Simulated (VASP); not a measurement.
# InSb (I-4m2) in VASP: relaxation of the atoms with LDA

Aim: the relaxation of the atoms of InSb with LDA.

All numbers are computed with VASP 6.6.1; they aren't measurements. Logs are shortened: lines on timing, memory, paths and dates and some standing lists are left out, and cuts for length are marked.

**1. The cell of the first run**

The structure is tetragonal, space group I-4m2 (No. 119). Conventional cell: a = 4.319 Å, b = 4.319 Å, c = 6.655 Å, α = 90.00°, β = 90.00°, γ = 90.00°. Within 3.6 Å of In (site symmetry -4m2) lie 4 Sb at 2.73 Å. Within 3.6 Å of Sb (site symmetry -4m2) lie 4 In at 2.73 Å.

**2. Relaxation of the atoms, LDA (strained cell)**

Input file INCAR:

```
SYSTEM = InSb
PREC = Accurate
ENCUT = 450
EDIFF = 1E-7
ISMEAR = 0
SIGMA = 0.1
LREAL = .False.
LASPH = .True.
NELM = 120
ALGO = Normal
ISIF = 2
LWAVE = .False.
LCHARG = .False.
GGA = CA
IBRION = 2
NSW = 60
EDIFFG = -0.002
GGA_COMPAT = .False.
NELMIN = 4
```

Input file KPOINTS:

```
regular mesh
0
Gamma
  10 10 10
  0 0 0
```

Input file POSCAR:

```
InSb
1.0
    0.0000000000      3.0542048732      3.3276965029
    3.0542048732      0.0000000000      3.3276965029
    3.0542048732      3.0542048732      0.0000000000
In Sb
1 1
Direct
    0.0000000000      0.0000000000      0.0000000000
    0.2500000000      0.2500000000      0.2500000000
```

Potentials or basis: VASP PAW LDA potentials, release 64 (In_d, Sb).

Run with:

```console
$ cat potpaw_LDA.64/In_d/POTCAR potpaw_LDA.64/Sb/POTCAR > POTCAR
$ mpirun -np 1 vasp_std > vasp.out
```

OUTCAR:

```text
SYSTEM = InSb
   PREC = Accurate
   ENCUT = 450
   EDIFF = 1E-7
   ISMEAR = 0
   LREAL = .False.
   LASPH = .True.
   NELM = 120
   ISIF = 2
   GGA = CA
   IBRION = 2
   NSW = 60
   EDIFFG = -0.002
   NELMIN = 4

 ion  position               nearest neighbor table
   1  0.000  0.000  0.000-   2 2.73   2 2.73   2 2.73   2 2.73
   2  0.250  0.250  0.250-   1 2.73   1 2.73   1 2.73   1 2.73

  LATTYP: Found a body centered tetragonal cell.
 ALAT       =     4.3192979539
 C/A-ratio  =     1.5408506375

  Lattice vectors:

 A1 = (  -3.0542048732,   0.0000000000,   3.3276965029)
 A2 = (   3.0542048732,   0.0000000000,   3.3276965029)
 A3 = (   0.0000000000,   3.0542048732,  -3.3276965029)

Analysis of symmetry for initial positions (statically):
=====================================================================
 Subroutine PRICEL returns:
 Original cell was already a primitive cell.

 Routine SETGRP: Setting up the symmetry group for a
 body centered tetragonal supercell.

 Subroutine GETGRP returns: Found  8 space group operations
 (whereof  8 operations were pure point group operations)
 out of a pool of 16 trial point group operations.

The static configuration has the point symmetry D_2d.

Analysis of symmetry for dynamics (positions and initial velocities):
=====================================================================
 Subroutine PRICEL returns:
 Original cell was already a primitive cell.

 Routine SETGRP: Setting up the symmetry group for a
 body centered tetragonal supercell.

 Subroutine GETGRP returns: Found  8 space group operations
 (whereof  8 operations were pure point group operations)
 out of a pool of 16 trial point group operations.

The dynamic configuration has the point symmetry D_2d.

 Subroutine INISYM returns: Found  8 space group operations
 (whereof  8 operations are pure point group operations),
 and found     1 'primitive' translations

----------------------------------------------------------------------------------------

                                     Primitive cell

  volume of cell :      62.0826

  direct lattice vectors                    reciprocal lattice vectors
     0.000000000  3.054204873  3.327696503    -0.163708730  0.163708730  0.150254087
     3.054204873  0.000000000  3.327696503     0.163708730 -0.163708730  0.150254087
     3.054204873  3.054204873  0.000000000     0.163708730  0.163708730 -0.150254087

  length of vectors
     4.516827584  4.516827584  4.319297954     0.276002513  0.276002513  0.276002513

  position of ions in fractional coordinates (direct lattice)
     0.000000000  0.000000000  0.000000000
     0.250000000  0.250000000  0.250000000

  ion indices of the primitive-cell ions
   primitive index   ion index
                 1           1
                 2           2

----------------------------------------------------------------------------------------

 KPOINTS: regular mesh

Automatic generation of k-mesh.
 Grid dimensions read from file:
 generate k-points for:   10   10   10

 Generating k-lattice:

  Cartesian coordinates                     Fractional coordinates (reciprocal lattice)
    -0.016370873  0.016370873  0.015025409     0.100000000  0.000000000  0.000000000
     0.016370873 -0.016370873  0.015025409     0.000000000  0.100000000  0.000000000
     0.016370873  0.016370873 -0.015025409     0.000000000  0.000000000  0.100000000

  Length of vectors
     0.027600251  0.027600251  0.027600251

  Shift w.r.t. Gamma in fractional coordinates (k-lattice)
     0.000000000  0.000000000  0.000000000

 Subroutine IBZKPT returns following result:
 ===========================================

 Found    102 irreducible k-points:

 Following reciprocal coordinates:
            Coordinates               Weight
  0.000000  0.000000  0.000000      1.000000
  0.100000  0.000000  0.000000      8.000000
  0.200000  0.000000  0.000000      8.000000
  0.300000  0.000000  0.000000      8.000000
  0.400000 -0.000000  0.000000      8.000000
  0.500000  0.000000  0.000000      4.000000
[... 16 lines left out ...]
  0.300000  0.300000  0.000000      2.000000
  0.400000  0.300000  0.000000      8.000000
 [... further k-points ...]
   k-points           NKPTS =    102   k-points in BZ     NKDIM =    102   number of bands    NBANDS=     13
   number of dos      NEDOS =    301   number of ions     NIONS =      2
   total plane-waves  NPLWV =  30720
   dimension x,y,z NGX =    32 NGY =   32 NGZ =   30
   dimension x,y,z NGXF=    64 NGYF=   64 NGZF=   60
   ions per type =               1   1
   NGX,Y,Z   is equivalent  to a cutoff of  11.78, 11.78, 11.55 a.u.
   NGXF,Y,Z  is equivalent  to a cutoff of  23.56, 23.56, 23.09 a.u.
 SYSTEM =  InSb
   PREC   = accura    normal or accurate (medium, high low for compatibility)
   ISTART =      0    job   : 0-new  1-cont  2-samecut
   ICHARG =      2    charge: 1-file 2-atom 10-const
   ISPIN  =      1    spin polarized calculation?
   LNONCOLLINEAR =      F non collinear calculations
   LSORBIT =      F    spin-orbit coupling
   LASPH  =      T    aspherical Exc in radial PAW
   ENCUT  =  450.0 eV  33.07 Ry    5.75 a.u.   7.81  7.81  7.47*2*pi/ulx,y,z
   NELM   =    120;   NELMIN=  4; NELMDL= -5     # of ELM steps
   EDIFF  = 0.1E-06   stopping-criterion for ELM
   LREAL  =      F    real-space projection
   EDIFFG = -.2E-02   stopping-criterion for IOM
   NSW    =     60    number of steps for IOM
   IBRION =      2    ionic relax: 0-MD 1-quasi-New 2-CG
   NFREE  =      1    steps in history (QN), initial steepest desc. (CG)
   ISIF   =      2    stress and relaxation
   ISYM   =      2    0-nonsym 1-usesym 2-fastsym
   POTIM  = 0.5000    time-step for ionic-motion
   TEBEG  =    0.0;   TEEND  =   0.0 temperature during run
   PSTRESS=    0.0 pullay stress
   NELECT =      18.0000    total number of electrons
   NUPDOWN=      -1.0000    fix difference up-down
   EMIN   =  10.00;   EMAX   =-10.00  energy-range for DOS
   EFERMI =   0.00;   METHOD = LEGACY
   ISMEAR =     0;   SIGMA  =   0.10  broadening in eV -4-tet -1-fermi 0-gaus
   EFERMI_NEDOS =   21; number of points for ismear=-14 and -15
   IALGO  =     38    algorithm
   IMIX   =      4    mixing-type and parameters
     AMIX     =   0.40;   BMIX     =  1.00
     AMIX_MAG =   1.60;   BMIX_MAG =  1.00
  volume/ion in A,a.u.               =      31.04       209.48
  Fermi-wavevector in a.u.,A,eV,Ry     =   1.083533  2.047581 15.973848  1.174045
  Thomas-Fermi vector in A             =   2.219602
   LORBIT       =      0    0 simple, 1 ext, 2 COOP (PROOUT), +10 PAW based schemes
   GGA     = CA    functional components
   LHFCALC =     F    Hartree Fock is set to
   AEXX    =    0.0000 exact exchange contribution
   IVDW    =     0    specifies the selected vdW correction
   LEPSILON=     F    determine dielectric tensor
   LRPA    =     F    only Hartree local field effects (RPA)
 conjugate gradient relaxation of ions
 non-spin polarized calculation
 Gauss-broadening in eV      SIGMA  =   0.10
  energy-cutoff  :      450.00
  volume of cell :       62.08
 maximum number of plane-waves:      1380
   NGX = 15   NGY = 15   NGZ = 15

 number of electron      17.9999994 magnetization

 Free energy of the ion-electron system (eV)
  ---------------------------------------------------
  ext. energy  EPLUGINS =         0.00000000
  ---------------------------------------------------
  free energy    TOTEN  =        -8.11841840 eV

  energy without entropy =       -8.11823341  energy(sigma->0) =       -8.11832590

 E-fermi :   6.1089     XC(G=0):  -9.3833

 val. band max:        6.0849738001   @ k =   0.0000   0.0000   0.0000
 cond. band min:       6.3949185188   @ k =   0.5000   0.0000   0.0000
 fundamental gap:      0.3099447188
 Fermi energy:         6.1089416606

 k-point     1 :       0.0000    0.0000    0.0000
  band No.  band energies     occupation
      1      -8.8864      2.00000
      2      -8.8702      2.00000
      3      -8.8702      2.00000
      4      -8.7635      2.00000
      5      -8.7623      2.00000
      6      -5.4599      2.00000
      7       5.5541      2.00000
      8       6.0318      1.72451
      9       6.0850      1.26536
     10       6.0850      1.26536
     11       8.7779      0.00000
     12       8.7779      0.00000
     13       8.9732      0.00000

 k-point     2 :       0.1000    0.0000    0.0000
  band No.  band energies     occupation
      1      -8.8874      2.00000
      2      -8.8733      2.00000
      3      -8.8673      2.00000
      4      -8.7631      2.00000
      5      -8.7630      2.00000
      6      -5.3556      2.00000
      7       4.4080      2.00000
      8       5.5683      2.00000
      9       5.9375      1.98465
     10       6.9453      0.00000
     11       8.8788      0.00000
     12       9.0066      0.00000
     13       9.3240      0.00000

 k-point     3 :       0.2000    0.0000    0.0000
  band No.  band energies     occupation
      1      -8.9018      2.00000
      2      -8.8699      2.00000
      3      -8.8602      2.00000
      4      -8.7647      2.00000
      5      -8.7615      2.00000
      6      -5.0533      2.00000
      7       2.8239      2.00000
      8       5.1678      2.00000
      9       5.6318      2.00000
     10       6.9441      0.00000
     11       9.3437      0.00000
     12       9.4847      0.00000
     13      10.2677      0.00000
[... 305 lines left out ...]
 k-point    23 :       0.3000    0.3000    0.0000
  band No.  band energies     occupation
      1      -8.9526      2.00000
      2      -8.8328      2.00000
      3      -8.8328      2.00000
      4      -8.7733      2.00000
      5      -8.7579      2.00000
      6      -4.3925      2.00000
      7       1.0710      2.00000
      8       4.2268      2.00000
      9       4.2268      2.00000
     10       7.5530      0.00000
     11       8.2863      0.00000
     12      12.1331      0.00000
     13      12.1332      0.00000

 k-point    24 :       0.4000    0.3000    0.0000
  band No.  band energies     occupation
      1      -8.9627      2.00000
      2      -8.8283      2.00000
      3      -8.8256      2.00000
      4      -8.7746      2.00000
      5      -8.7579      2.00000
      6      -4.0047      2.00000
      7       0.3748      2.00000
      8       3.6399      2.00000
      9       4.0448      2.00000
     10       7.6873      0.00000
     11       8.4344      0.00000
     12      11.8464      0.00000
     13      12.6146      0.00000

 [... further k-points ...]
[... 5 lines left out ...]
  --------------------------------------------------------------------------------------
  -------------------------------------------------------------------------------------
  Total        2.0669315      2.0669315      0.9467515      0.0000000     -0.0000000      0.0000000
  in kB       53.3416730     53.3416730     24.4329862      0.0000000     -0.0000000      0.0000000
  external PRESSURE =      43.7054441 kB  Pullay stress =       0.0000000 kB

 VOLUME and BASIS-vectors are now :
 -----------------------------------------------------------------------------
  energy-cutoff  :      450.00
  volume of cell :       62.08
      direct lattice vectors                 reciprocal lattice vectors
     0.000000000  3.054204873  3.327696503    -0.163708730  0.163708730  0.150254087
     3.054204873  0.000000000  3.327696503     0.163708730 -0.163708730  0.150254087
     3.054204873  3.054204873  0.000000000     0.163708730  0.163708730 -0.150254087

 POSITION                                       TOTAL-FORCE (eV/Angst)
 -----------------------------------------------------------------------------------
      0.00000      0.00000      0.00000         0.000000      0.000000     -0.000000
      1.52710      1.52710      1.66385        -0.000000     -0.000000      0.000000
 -----------------------------------------------------------------------------------
    total drift:                               -0.000001     -0.000001      0.000004

  FREE ENERGIE OF THE ION-ELECTRON SYSTEM (eV)
  ---------------------------------------------------
  free  energy   TOTEN  =        -8.1184183995 eV

  energy  without entropy=       -8.1182334104  energy(sigma->0) =       -8.11832590

 reached required accuracy - stopping structural energy minimisation
```

Wall time 45 s (1 thread of Intel Xeon Platinum 8259CL at 2.50GHz (Skylake/Cascade Lake), shared host); peak memory 0.21 GiB.

What came out:

| Item | Value |
| --- | --- |
| Free energy | -8.1184 eV |
| Pressure after relaxing | 4.4 GPa |
| Band gap on the k mesh | zero (filled and empty bands touch) |

Stress tensor (GPa, compression positive):
```
5.33 0.00 0.00
0.00 5.33 0.00
0.00 0.00 2.44
```

Final structure:
```
In Sb
1.0
     0.00000    3.05420    3.32770
     3.05420    0.00000    3.32770
     3.05420    3.05420    0.00000
In Sb
1 1
Direct
  0.00000 0.00000 0.00000
  0.25000 0.25000 0.25000
```

Caveat: the cell differs from its parent crystal (strained cell); the relaxation stopped at its first step, so nothing moved; semilocal functionals underestimate gaps, so a narrow gap can read as zero; spin-orbit coupling is left out, which moves the levels of the heavy elements.
